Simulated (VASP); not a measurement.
# GaGe (F-43m) in VASP: further runs

The runs below take GaGe through single point, relaxation of cell and atoms, with RPBE, PBEsol.

Program: VASP 6.6.1. These are calculated values, not measurements. Logs are shortened: lines on timing, memory, paths and dates and some standing lists are left out, and cuts for length are marked.

**1. The cell of the first run**

Symmetry: F-43m, No. 216, cubic system. The conventional cell has a = 5.871 Å, b = 5.871 Å, c = 5.871 Å, α = 90.00°, β = 90.00°, γ = 90.00°. Within 3.4 Å of Ge (site symmetry -43m) lie 4 Ga at 2.54 Å. Ga (site symmetry -43m) has 4 Ge at 2.54 Å within 3.4 Å.

**2. Single point, RPBE**

File INCAR:

```
ALGO = Normal
EDIFF = 1E-7
ENCUT = 520
GGA = RP
ISIF = 2
ISMEAR = -1
LASPH = T
LCHARG = F
LREAL = F
LWAVE = F
NBANDS = 20
NELM = 80
PREC = Accurate
SIGMA = 0.05
```

File KPOINTS:

```
k-points
0
Gamma
  8 8 8
```

File POSCAR:

```
GaGe
1.0
    0.0000000000      2.9353775855      2.9353775855
    2.9353775855      0.0000000000      2.9353775855
    2.9353775855      2.9353775855      0.0000000000
Ge Ga
1 1
Direct
    0.0000000000      0.0000000000      0.0000000000
    0.2500000000      0.2500000000      0.2500000000
```

Potentials or basis: VASP PAW PBE potentials, release 64 (Ge_d, Ga_d).

Run with:

```bash
$ cat potpaw_PBE.64/Ge_d/POTCAR potpaw_PBE.64/Ga_d/POTCAR > POTCAR
$ mpirun -np 1 vasp_std > vasp.out
```

OUTCAR:

```text
EDIFF = 1E-7
   ENCUT = 520
   GGA = RP
   ISIF = 2
   ISMEAR = -1
   LASPH = T
   LREAL = F
   NELM = 80
   PREC = Accurate

 ion  position               nearest neighbor table
   1  0.000  0.000  0.000-   2 2.54   2 2.54   2 2.54   2 2.54
   2  0.250  0.250  0.250-   1 2.54   1 2.54   1 2.54   1 2.54

  LATTYP: Found a face centered cubic cell.
 ALAT       =     5.8707551710

  Lattice vectors:

 A1 = (   0.0000000000,   2.9353775855,   2.9353775855)
 A2 = (   2.9353775855,   0.0000000000,   2.9353775855)
 A3 = (   2.9353775855,   2.9353775855,   0.0000000000)

Analysis of symmetry for initial positions (statically):
=====================================================================
 Subroutine PRICEL returns:
 Original cell was already a primitive cell.

 Routine SETGRP: Setting up the symmetry group for a
 face centered cubic supercell.

 Subroutine GETGRP returns: Found 24 space group operations
 (whereof 24 operations were pure point group operations)
 out of a pool of 48 trial point group operations.

The static configuration has the point symmetry T_d .

Analysis of symmetry for dynamics (positions and initial velocities):
=====================================================================
 Subroutine PRICEL returns:
 Original cell was already a primitive cell.

 Routine SETGRP: Setting up the symmetry group for a
 face centered cubic supercell.

 Subroutine GETGRP returns: Found 24 space group operations
 (whereof 24 operations were pure point group operations)
 out of a pool of 48 trial point group operations.

The dynamic configuration has the point symmetry T_d .

 Subroutine INISYM returns: Found 24 space group operations
 (whereof 24 operations are pure point group operations),
 and found     1 'primitive' translations

----------------------------------------------------------------------------------------

                                     Primitive cell

  volume of cell :      50.5850

  direct lattice vectors                    reciprocal lattice vectors
     0.000000000  2.935377585  2.935377585    -0.170335838  0.170335838  0.170335838
     2.935377585  0.000000000  2.935377585     0.170335838 -0.170335838  0.170335838
     2.935377585  2.935377585  0.000000000     0.170335838  0.170335838 -0.170335838

  length of vectors
     4.151250792  4.151250792  4.151250792     0.295030325  0.295030325  0.295030325

  position of ions in fractional coordinates (direct lattice)
     0.000000000  0.000000000  0.000000000
     0.250000000  0.250000000  0.250000000

  ion indices of the primitive-cell ions
   primitive index   ion index
                 1           1
                 2           2

----------------------------------------------------------------------------------------

 KPOINTS: k-points

Automatic generation of k-mesh.
 Grid dimensions read from file:
 generate k-points for:    8    8    8

 Generating k-lattice:

  Cartesian coordinates                     Fractional coordinates (reciprocal lattice)
    -0.021291980  0.021291980  0.021291980     0.125000000  0.000000000  0.000000000
     0.021291980 -0.021291980  0.021291980     0.000000000  0.125000000  0.000000000
     0.021291980  0.021291980 -0.021291980     0.000000000  0.000000000  0.125000000

  Length of vectors
     0.036878791  0.036878791  0.036878791

  Shift w.r.t. Gamma in fractional coordinates (k-lattice)
     0.000000000  0.000000000  0.000000000

 Subroutine IBZKPT returns following result:
 ===========================================

 Found     29 irreducible k-points:

 Following reciprocal coordinates:
            Coordinates               Weight
  0.000000  0.000000  0.000000      1.000000
  0.125000  0.000000  0.000000      8.000000
  0.250000  0.000000  0.000000      8.000000
  0.375000  0.000000  0.000000      8.000000
  0.500000  0.000000  0.000000      4.000000
  0.125000  0.125000  0.000000      6.000000
[... 16 lines left out ...]
  0.500000  0.250000  0.125000     48.000000
 -0.375000  0.250000  0.125000     24.000000
 [... further k-points ...]
   k-points           NKPTS =     29   k-points in BZ     NKDIM =     29   number of bands    NBANDS=     20
   number of dos      NEDOS =    301   number of ions     NIONS =      2
   total plane-waves  NPLWV =  32768
   dimension x,y,z NGX =    32 NGY =   32 NGZ =   32
   dimension x,y,z NGXF=    64 NGYF=   64 NGZF=   64
   ions per type =               1   1
   NGX,Y,Z   is equivalent  to a cutoff of  12.82, 12.82, 12.82 a.u.
   NGXF,Y,Z  is equivalent  to a cutoff of  25.63, 25.63, 25.63 a.u.
 SYSTEM =  unknown system
   PREC   = accura    normal or accurate (medium, high low for compatibility)
   ISTART =      0    job   : 0-new  1-cont  2-samecut
   ICHARG =      2    charge: 1-file 2-atom 10-const
   ISPIN  =      1    spin polarized calculation?
   LNONCOLLINEAR =      F non collinear calculations
   LSORBIT =      F    spin-orbit coupling
   LASPH  =      T    aspherical Exc in radial PAW
   ENCUT  =  520.0 eV  38.22 Ry    6.18 a.u.   7.72  7.72  7.72*2*pi/ulx,y,z
   NELM   =     80;   NELMIN=  2; NELMDL= -5     # of ELM steps
   EDIFF  = 0.1E-06   stopping-criterion for ELM
   LREAL  =      F    real-space projection
   EDIFFG = 0.1E-05   stopping-criterion for IOM
   NSW    =      0    number of steps for IOM
   IBRION =     -1    ionic relax: 0-MD 1-quasi-New 2-CG
   NFREE  =      0    steps in history (QN), initial steepest desc. (CG)
   ISIF   =      2    stress and relaxation
   ISYM   =      2    0-nonsym 1-usesym 2-fastsym
   POTIM  = 0.5000    time-step for ionic-motion
   TEBEG  =    0.0;   TEEND  =   0.0 temperature during run
   PSTRESS=    0.0 pullay stress
   NELECT =      27.0000    total number of electrons
   NUPDOWN=      -1.0000    fix difference up-down
   EMIN   =  10.00;   EMAX   =-10.00  energy-range for DOS
   EFERMI =   0.00;   METHOD = LEGACY
   ISMEAR =    -1;   SIGMA  =   0.05  broadening in eV -4-tet -1-fermi 0-gaus
   EFERMI_NEDOS =   21; number of points for ismear=-14 and -15
   IALGO  =     38    algorithm
   IMIX   =      4    mixing-type and parameters
     AMIX     =   0.40;   BMIX     =  1.00
     AMIX_MAG =   1.60;   BMIX_MAG =  1.00
  volume/ion in A,a.u.               =      25.29       170.68
  Fermi-wavevector in a.u.,A,eV,Ry     =   1.327972  2.509502 23.993990  1.763509
  Thomas-Fermi vector in A             =   2.457244
   LORBIT       =      0    0 simple, 1 ext, 2 COOP (PROOUT), +10 PAW based schemes
   GGA     = RP    functional components
   LHFCALC =     F    Hartree Fock is set to
   AEXX    =    0.0000 exact exchange contribution
   IVDW    =     0    specifies the selected vdW correction
   LEPSILON=     F    determine dielectric tensor
   LRPA    =     F    only Hartree local field effects (RPA)
 non-spin polarized calculation
  energy-cutoff  :      520.00
  volume of cell :       50.59
 maximum number of plane-waves:      1380
   NGX = 15   NGY = 15   NGZ = 15

 number of electron      26.9999988 magnetization

 Free energy of the ion-electron system (eV)
  ---------------------------------------------------
  ext. energy  EPLUGINS =         0.00000000
  ---------------------------------------------------
  free energy    TOTEN  =        -6.42092688 eV

  energy without entropy =       -6.41216326  energy(sigma->0) =       -6.41654507

 E-fermi :   2.9134     XC(G=0):  -9.2128

 val. band max:        2.6876709906   @ k =   0.2500   0.2500   0.0000
 cond. band min:       2.9490925022   @ k =   0.5000   0.1250   0.0000
 fundamental gap:      0.2614215116
 Fermi energy:         2.9134180740

 k-point     1 :       0.0000    0.0000    0.0000
  band No.  band energies     occupation
      1     -21.0854      2.00000
      2     -21.0854      2.00000
      3     -21.0854      2.00000
      4     -21.0685      2.00000
      5     -21.0685      2.00000
      6     -11.4342      2.00000
[... 12 lines left out ...]
     19      10.5814      0.00000
     20      13.4460      0.00000

 k-point     2 :       0.1250    0.0000    0.0000
  band No.  band energies     occupation
      1     -21.0853      2.00000
      2     -21.0850      2.00000
      3     -21.0850      2.00000
      4     -21.0685      2.00000
      5     -21.0685      2.00000
      6     -11.4374      2.00000
[... 12 lines left out ...]
     19      11.4887      0.00000
     20      12.5641      0.00000

 k-point     3 :       0.2500    0.0000    0.0000
  band No.  band energies     occupation
      1     -21.0853      2.00000
      2     -21.0842      2.00000
      3     -21.0842      2.00000
      4     -21.0682      2.00000
      5     -21.0682      2.00000
      6     -11.4454      2.00000
[... 12 lines left out ...]
     19      12.0265      0.00000
     20      12.3352      0.00000

 k-point     4 :       0.3750    0.0000    0.0000
  band No.  band energies     occupation
      1     -21.0852      2.00000
      2     -21.0835      2.00000
      3     -21.0835      2.00000
      4     -21.0679      2.00000
      5     -21.0679      2.00000
      6     -11.4534      2.00000
[... 12 lines left out ...]
     19      12.2984      0.00000
     20      13.4580      0.00000

 k-point     5 :       0.5000    0.0000    0.0000
  band No.  band energies     occupation
      1     -21.0852      2.00000
      2     -21.0833      2.00000
      3     -21.0833      2.00000
      4     -21.0678      2.00000
      5     -21.0678      2.00000
      6     -11.4568      2.00000
[... 12 lines left out ...]
     19      14.0985      0.00000
     20      15.0519      0.00000

 k-point     6 :       0.1250    0.1250    0.0000
  band No.  band energies     occupation
      1     -21.0858      2.00000
      2     -21.0847      2.00000
      3     -21.0847      2.00000
      4     -21.0688      2.00000
      5     -21.0681      2.00000
      6     -11.4410      2.00000
[... 12 lines left out ...]
     19      11.3830      0.00000
     20      11.8062      0.00000

 k-point     7 :       0.2500    0.1250    0.0000
  band No.  band energies     occupation
      1     -21.0859      2.00000
      2     -21.0840      2.00000
      3     -21.0839      2.00000
      4     -21.0688      2.00000
      5     -21.0677      2.00000
      6     -11.4479      2.00000
[... 12 lines left out ...]
     19      11.3480      0.00000
     20      13.0125      0.00000
[... 277 lines left out ...]
 k-point    20 :      -0.3750    0.3750    0.0000
  band No.  band energies     occupation
      1     -21.0864      2.00000
      2     -21.0820      2.00000
      3     -21.0813      2.00000
      4     -21.0692      2.00000
      5     -21.0666      2.00000
      6     -11.4680      2.00000
[... 12 lines left out ...]
     19      12.2210      0.00000
     20      13.7598      0.00000

 k-point    21 :       0.5000    0.5000    0.0000
  band No.  band energies     occupation
      1     -21.0882      2.00000
      2     -21.0807      2.00000
      3     -21.0807      2.00000
      4     -21.0701      2.00000
      5     -21.0657      2.00000
      6     -11.4761      2.00000
[... 12 lines left out ...]
     19      14.8233      0.00000
     20      16.0397      0.00000

 k-point    22 :       0.3750    0.2500    0.1250
  band No.  band energies     occupation
      1     -21.0860      2.00000
      2     -21.0833      2.00000
      3     -21.0831      2.00000
      4     -21.0689      2.00000
      5     -21.0673      2.00000
      6     -11.4547      2.00000
[... 12 lines left out ...]
     19      12.0269      0.00000
     20      14.0668      0.00000

 k-point    23 :       0.5000    0.2500    0.1250
  band No.  band energies     occupation
      1     -21.0854      2.00000
      2     -21.0833      2.00000
      3     -21.0823      2.00000
      4     -21.0686      2.00000
      5     -21.0672      2.00000
      6     -11.4594      2.00000
[... 12 lines left out ...]
     19      13.1092      0.00000
     20      13.8241      0.00000

 k-point    24 :      -0.3750    0.2500    0.1250
  band No.  band energies     occupation
      1     -21.0849      2.00000
      2     -21.0836      2.00000
      3     -21.0820      2.00000
      4     -21.0684      2.00000
      5     -21.0673      2.00000
      6     -11.4610      2.00000
[... 12 lines left out ...]
     19      11.8770      0.00000
     20      14.7069      0.00000

 [... further k-points ...]
[... 5 lines left out ...]
  --------------------------------------------------------------------------------------
  -------------------------------------------------------------------------------------
  Total        0.0204288      0.0204288      0.0204288      0.0000000      0.0000000      0.0000000
  in kB        0.6470419      0.6470419      0.6470419      0.0000000      0.0000000      0.0000000
  external PRESSURE =       0.6470419 kB  Pullay stress =       0.0000000 kB

 VOLUME and BASIS-vectors are now :
 -----------------------------------------------------------------------------
  energy-cutoff  :      520.00
  volume of cell :       50.59
      direct lattice vectors                 reciprocal lattice vectors
     0.000000000  2.935377585  2.935377585    -0.170335838  0.170335838  0.170335838
     2.935377585  0.000000000  2.935377585     0.170335838 -0.170335838  0.170335838
     2.935377585  2.935377585  0.000000000     0.170335838  0.170335838 -0.170335838

 POSITION                                       TOTAL-FORCE (eV/Angst)
 -----------------------------------------------------------------------------------
      0.00000      0.00000      0.00000        -0.000000     -0.000000      0.000000
      1.46769      1.46769      1.46769         0.000000      0.000000     -0.000000
 -----------------------------------------------------------------------------------
    total drift:                               -0.000001     -0.000001     -0.000000

  FREE ENERGIE OF THE ION-ELECTRON SYSTEM (eV)
  ---------------------------------------------------
  free  energy   TOTEN  =        -6.4209268838 eV

  energy  without entropy=       -6.4121632649  energy(sigma->0) =       -6.41654507
```

It took 20 s on 1 thread of Intel Xeon Platinum 8488C (Sapphire Rapids), shared host; peak memory 0.18 GiB.

Results:

- Free energy: -6.4209 eV
- Pressure: 0.1 GPa

Caveat: the PAW data sets were made with another functional, which shifts forces and pressure a little.

**3. Relaxation of cell and atoms, RPBE**

This run uses another cell than the first one, of 24.33 Å³/atom, 0.962 times its volume.

File INCAR:

```
SYSTEM = GaGe
  PREC = Accurate
  ENCUT = 600
  EDIFF = 1E-6
  ISMEAR = -1
  SIGMA = 0.05
  LREAL = .False.
  LASPH = .True.
  NELM = 100
  ALGO = Normal
  ISIF = 3
  LWAVE = .False.
  LCHARG = .False.
  GGA = RP
  IBRION = 2
  NSW = 60
  EDIFFG = -0.01
```

File KPOINTS:

```
Automatic mesh
0
Gamma
  8 8 8
  0 0 0
```

File POSCAR:

```
GaGe
1.0
    0.0000000000      2.8978440000      2.8978440000
    2.8978440000      0.0000000000      2.8978440000
    2.8978440000      2.8978440000      0.0000000000
Ge Ga
1 1
Direct
    0.0000000000      0.0000000000      0.0000000000
    0.2500000000      0.2500000000      0.2500000000
```

Potentials or basis: VASP PAW PBE potentials, release 64 (Ge_d, Ga_d).

Run with:

```bash
$ cat potpaw_PBE.64/Ge_d/POTCAR potpaw_PBE.64/Ga_d/POTCAR > POTCAR
$ mpirun -np 1 vasp_std > vasp.out
```

It took 2.1 min on 1 thread of Intel Xeon Platinum 8488C (Sapphire Rapids), shared host; peak memory 0.22 GiB.

The run converged. Its results:

```
Free energy                            : -6.4208 eV
Relaxed volume                         : 25.33 Å³/atom
Relaxed cell                           : a = 4.153 Å, b = 4.153 Å, c = 4.153 Å, α = 60.00°, β = 60.00°, γ = 60.00°
Space group after relaxing (to 0.05 Å) : F-43m (No. 216)
Energy gained by relaxing              : 5.8 meV/atom
Ionic steps                            : 10
Pressure after relaxing                : 0.1 GPa
```

The path:
| step | energy change (eV) | largest force (eV/Å) | pressure (GPa) | volume (Å³) |
| --- | --- | --- | --- | --- |
| 1 | 0.0000 | 0.0000 | 1.90 | 48.67 |
| 2 | -0.0116 | 0.0000 | 0.21 | 50.73 |
| 3 | -0.0113 | 0.0000 | -0.09 | 51.01 |
| 4 | -0.0114 | 0.0000 | -0.19 | 50.93 |
| 5 | -0.0115 | 0.0000 | -0.20 | 50.83 |
| 6 | -0.0115 | 0.0000 | -0.08 | 50.78 |
| 7 | -0.0116 | 0.0000 | -0.08 | 50.69 |
| 8 | -0.0114 | 0.0000 | 0.21 | 50.42 |
| 9 | -0.0116 | 0.0000 | 0.19 | 50.61 |
| 10 | -0.0116 | 0.0000 | 0.05 | 50.67 |

Final structure:
```
Ge Ga
1.0
     0.00000    2.93695    2.93695
     2.93695    0.00000    2.93695
     2.93695    2.93695    0.00000
Ge Ga
1 1
Direct
  0.00000 0.00000 0.00000
  0.25000 0.25000 0.25000
```

Levels at points of the mesh, in eV from the Fermi level:
| k point | band 11 | band 12 | band 13 | band 14 | band 15 | band 16 | band 17 |
| --- | --- | --- | --- | --- | --- | --- | --- |
| (0.00, 0.00, 0.00) | -10.29 | 1.60 | 1.60 | 1.60 | 1.78 | 4.28 | 4.28 |
| (0.50, 0.00, 0.00) | -8.44 | -5.22 | 0.36 | 0.36 | 1.95 | 5.27 | 5.27 |
| (0.50, 0.50, 0.00) | -7.44 | -5.69 | -1.19 | -1.19 | 2.38 | 2.44 | 10.68 |

Caveat: the PAW data sets were made with another functional, which shifts forces and pressure a little.

**4. Single point, PBEsol, non-collinear spin, zero start, spin-orbit coupling**

This run uses another cell than the first one, of 24.33 Å³/atom, 0.962 times its volume.

File INCAR:

```
PREC = Accurate
ENCUT = 520
EDIFF = 1E-6
ISMEAR = -1
SIGMA = 0.05
LREAL = F
LASPH = T
NELM = 150
ALGO = Normal
ISIF = 2
LWAVE = F
LCHARG = T
MAGMOM = 0 0 0 0 0 0
LORBIT = 11
LSORBIT = T
GGA_COMPAT = F
LORBMOM = T
GGA = PS
LVHAR = T
NBANDS = 39
```

File KPOINTS:

```
Automatic mesh
0
Gamma
  6 6 6
```

POSCAR is that of step 3.

Run with:

```bash
$ cat potpaw_PBE.64/Ge_d/POTCAR potpaw_PBE.64/Ga_d/POTCAR > POTCAR
$ mpirun -np 1 vasp_ncl > vasp.out
```

Wall time 80 s (1 thread of Intel Xeon Platinum 8488C (Sapphire Rapids), shared host); peak memory 0.3 GiB.

The run converged. Its results:

```yaml
Free_energy: -7.9418 eV
Pressure: -2.5 GPa
Net_moment: 0.00 μB per cell
Valence_electrons_inside_the_program's_atomic_spheres: Ge 12.30; Ga 11.64
```

Moments on the atoms (μB; x, y, z):
```
Ge  0.00 0.00 0.00
Ga  0.00 0.00 0.00
```

Caveat: the PAW data sets were made with another functional, which shifts forces and pressure a little.

**5. Overview**

| task | level | spin | cell | k mesh | cutoff (eV) | gap on the mesh (eV) | pressure (GPa) |
| --- | --- | --- | --- | --- | --- | --- | --- |
| single point | RPBE | off | a = 4.151 Å, angles 60.0°, 2 atoms | 8 × 8 × 8 | 520 | none | 0.1 |
| relaxation of cell and atoms | RPBE | off | relaxed from a = 4.098 Å, angles 60.0°, 2 atoms | 8 × 8 × 8 | 600 | none | 0.1 |
| single point | PBEsol | non-collinear, zero start, SOC | a = 4.098 Å, angles 60.0°, 2 atoms | 6 × 6 × 6 | 520 | - | -2.5 |

Alike in all rows: potentials or basis VASP PAW PBE potentials, release 64 (Ge_d, Ga_d); smearing fermi-dirac 0.05 eV.

Caveats: the PAW data sets were made with another functional, which shifts forces and pressure a little.

Total energies depend on the potentials used, so only differences within one code and one set of settings carry meaning.
